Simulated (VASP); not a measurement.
Runs of VASP 6.6.1 on Hf. The structure is that of space group Fd-3m (No. 227), or close to it. The cells are those of the table. 

```csv
task,cell,k mesh,cutoff (eV),gap on the mesh (eV),pressure (GPa)
single point,"a = 4.912 Å, angles 60.0°, 2 atoms",9 × 9 × 9,520,none,-2.8
single point,"a = 4.666 Å, angles 60.0°, 2 atoms",9 × 9 × 9,520,none,(b)
single point,"a = 4.853 Å, angles 60.0°, 2 atoms",9 × 9 × 9,520,none,-2.0
single point,"a = 4.730 Å, angles 60.0°, 2 atoms",13 × 13 × 13,520,none,-0.1
single point,"a = 4.792 Å, angles 60.0°, 2 atoms",9 × 9 × 9,520,none,-1.1
single point,"a = 4.533 Å, angles 60.0°, 2 atoms",9 × 9 × 9,520,none,3.8
single point,"a = 4.730 Å, angles 60.0°, 2 atoms",9 × 9 × 9,520,none,-0.1
relaxation of cell and atoms,"relaxed from a = 4.405 Å, angles 60.0°, 2 atoms",9 × 9 × 9,600,none,0.0
single point,"a = 4.600 Å, angles 60.0°, 2 atoms",9 × 9 × 9,520,none,(a)
```

Alike in all rows: level BLYP; potentials or basis VASP PAW PBE potentials, release 64 (Hf_pv); no spin polarisation; smearing fermi-dirac 0.1 eV.

Problem. Fill in the values left out.

Solution. (a) 2.4; (b) 1.1.

Caveats: the PAW data sets were made with another functional, which shifts forces and pressure a little; spin-orbit coupling is left out, which moves the levels of the heavy elements.

A k mesh can miss the band edges, and the runs leave out spin-orbit coupling on Hf.

A gap of «none» marks levels without a gap at the run's occupations.
